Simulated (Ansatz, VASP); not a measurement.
Given: the input of a run of Ansatz 0.2.0 on Ga.

input

```
crystal:
  lattice:
    - [-1.3561377546, 1.3561377546, 2.2640427644]
    - [1.3561377546, -1.3561377546, 2.2640427644]
    - [1.3561377546, 1.3561377546, -2.2640427644]
  atoms:
    - { symbol: Ga, position: [0.0, 0.0, 0.0] }
hamiltonian:
  xc: pbe0
  pseudopotentials: { kind: paw }
kpoints:
  mp_grid: { grid: [8, 8, 8] }
scf:
  occupations: { method: fermi_dirac, width: 0.05 }
output:
  forces: true
  stress: true
  eigenvalues: true
```

**Question.** Set up the same calculation for VASP 6.6.1. Potentials there: VASP PAW PBE potentials, release 64 (Ga_d).

**Answer.** As run (the cutoff follows the program's own potentials):

Contents of POSCAR:

```
Ga
1.0
   -1.3561377546      1.3561377546      2.2640427644
    1.3561377546     -1.3561377546      2.2640427644
    1.3561377546      1.3561377546     -2.2640427644
Ga
1
Direct
    0.0000000000      0.0000000000      0.0000000000
```

The input INCAR.step1:

```
ALGO = Normal
EDIFF = 1E-5
ENCUT = 520
GGA = PE
ISIF = 2
ISMEAR = -1
KPAR = 4
LASPH = True
LCHARG = False
LREAL = False
LWAVE = True
NBANDS = 12
NELM = 60
PREC = Accurate
SIGMA = 0.05
```

File INCAR.step2:

```
AEXX = 0.25
ALGO = Normal
EDIFF = 1E-6
ENCUT = 520
GGA = PE
ISIF = 2
ISMEAR = -1
ISTART = 1
KPAR = 4
LASPH = True
LCHARG = False
LHFCALC = True
LREAL = False
LWAVE = False
NBANDS = 12
NELM = 60
PREC = Accurate
PRECFOCK = Normal
SIGMA = 0.05
```

KPOINTS

```
k-points
0
Gamma
  8 8 8
```

Potentials or basis: VASP PAW PBE potentials, release 64 (Ga_d).

The run is started by

```sh
$ cat potpaw_PBE.64/Ga_d/POTCAR > POTCAR
$ cp INCAR.step1 INCAR
$ mpirun -np 4 vasp_std > vasp.out
$ cp INCAR.step2 INCAR
$ mpirun -np 4 vasp_std > vasp.out
```

Both were run:

|  | VASP | Ansatz | Ansatz less VASP |
| --- | --- | --- | --- |
| gap on the k mesh at the Fermi level (eV) | none | none | - |
| pressure (GPa) | 7.4 | 7.1 | -0.27 |
| traceless stress, the component that is largest in VASP (GPa) | 0.13 | 0.16 | +0.034 |

A gap of «none» marks a metal or a gap that the smearing closes. The functional is the same, so the differences come from potentials, cutoffs and numerics.

The k mesh is coarse, so the values compare programs but aren't converged.
